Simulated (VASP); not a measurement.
A run of VASP 6.6.1:

File POSCAR:

```
TiPd3
1.0
    3.8931541467      0.0000000000      0.0000000000
    0.0000000000      3.8931541467      0.0000000000
    0.0000000000      0.0000000000      3.8931541467
Ti Pd
1 3
Direct
    0.0000000000      0.0000000000      0.0000000000
    0.0000000000      0.5000000000      0.5000000000
    0.5000000000      0.0000000000      0.5000000000
    0.5000000000      0.5000000000      0.0000000000
```

INCAR.step1

```
  PREC = Accurate
  ENCUT = 520
  ISMEAR = -1
  SIGMA = 0.05
  LREAL = F
  LASPH = T
  NELM = 80
  NBANDS = 29
  GGA = PE
  ALGO = Normal
  EDIFF = 1E-4
  LWAVE = T
  LCHARG = F
```

File INCAR.step2:

```
  PREC = Accurate
  ENCUT = 520
  EDIFF = 1E-6
  ISMEAR = -1
  SIGMA = 0.05
  LREAL = F
  LASPH = T
  NELM = 80
  ALGO = Normal
  ISIF = 2
  LWAVE = F
  LCHARG = F
  METAGGA = R2SCAN
  LMIXTAU = T
  NBANDS = 29
  ISTART = 1
```

The input KPOINTS:

```
regular mesh
0
Gamma
  12 12 12
```

Potentials or basis: VASP PAW PBE potentials, release 64 (Ti_sv, Pd).

Command:

```sh
$ cat potpaw_PBE.64/Ti_sv/POTCAR potpaw_PBE.64/Pd/POTCAR > POTCAR
$ cp INCAR.step1 INCAR
$ mpirun -np 1 vasp_std > vasp.out
$ cp INCAR.step2 INCAR
$ mpirun -np 1 vasp_std > vasp.out
```

Hardware: 1 thread of AMD EPYC 9R45 96-Core Processor (Zen 5), with other jobs on the host.

Problem. Estimate the wall time of this run.

Solution. Run time: 4.5 min on 1 thread of AMD EPYC 9R45 96-Core Processor (Zen 5), with other jobs on the host, peak memory 0.23 GiB. Counts: k points 84.
